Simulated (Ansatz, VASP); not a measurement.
## Hf in VASP and in Ansatz

The input INCAR:

```
SYSTEM = Hf
ALGO     = Fast           ! electronic algorithm
EDIFF    = 1E-6           ! SCF threshold, eV
ENCUT    = 520            ! plane-wave cutoff, eV
GGA      = PE             ! functional
ISIF     = 2              ! what is computed and relaxed
ISMEAR   = 0              ! smearing method
LASPH    = .TRUE.         ! aspherical terms in the spheres
LCHARG   = .FALSE.        ! write CHGCAR
LREAL    = .FALSE.        ! projectors in reciprocal space
LWAVE    = .FALSE.        ! write WAVECAR
NBANDS   = 17             ! bands
NELM     = 80             ! most SCF steps
PREC     = Accurate       ! precision mode
SIGMA    = 0.026000000000000002 ! smearing width, eV
```

File KPOINTS:

```
k-points
0
G
  10 10 5
  0 0 0
```

Contents of POSCAR:

```
Hf
1.0
    3.1967000000      0.0000000000      0.0000000000
   -1.5983500000      2.7684234083      0.0000000000
    0.0000000000      0.0000000000      5.0578000000
Hf
2
Direct
    0.6666666667      0.3333333333      0.7500000000
    0.3333333333      0.6666666667      0.2500000000
```

File input.yaml:

```yaml
crystal:
  lattice:
    - [3.1967, 0.0, 0.0]
    - [-1.59835, 2.7684234083, 0.0]
    - [0.0, 0.0, 5.0578]
  atoms:
    - { symbol: Hf, position: [0.6666666667, 0.3333333333, 0.75] }
    - { symbol: Hf, position: [0.3333333333, 0.6666666667, 0.25] }
hamiltonian:
  xc: pbe
  pseudopotentials: { kind: paw }
kpoints:
  mp_grid: { grid: [10, 10, 5] }
scf:
  occupations: { method: gaussian, width: 0.026 }
output:
  forces: true
  stress: true
  eigenvalues: true
  write_density: true
  write_potential: true
  elf: true
  volumetric_format: npy
```

Alike in both runs: task single point; functional PBE; k mesh 10 × 10 × 5; occupations gaussian, width 0.026 eV; no spin polarisation.

|  | VASP | Ansatz |
| --- | --- | --- |
| version | VASP 6.6.1 | Ansatz 0.2.0 |
| potentials or method | VASP PAW PBE potentials, release 64 (Hf_pv) | Ansatz PAW |
| plane-wave cutoff (eV) | 520 | 420 |
| valence electrons in the cell | 20 | 52 |

|  | VASP | Ansatz | Ansatz less VASP |
| --- | --- | --- | --- |
| gap on the k mesh at the Fermi level (eV) | none | none | - |
| pressure (GPa) | 0.3 | 0.6 | +0.30 |
| traceless stress, the component that is largest in VASP (GPa) | -0.25 | -0.19 | +0.063 |

A gap of «none» marks a metal or a gap that the smearing closes. The functional is the same, so the differences come from potentials, cutoffs and numerics. VASP's potentials hold 20 valence electrons a cell and Ansatz's 52, so a difference there can come from the potentials and not from the codes.

Spin-orbit coupling is off throughout.
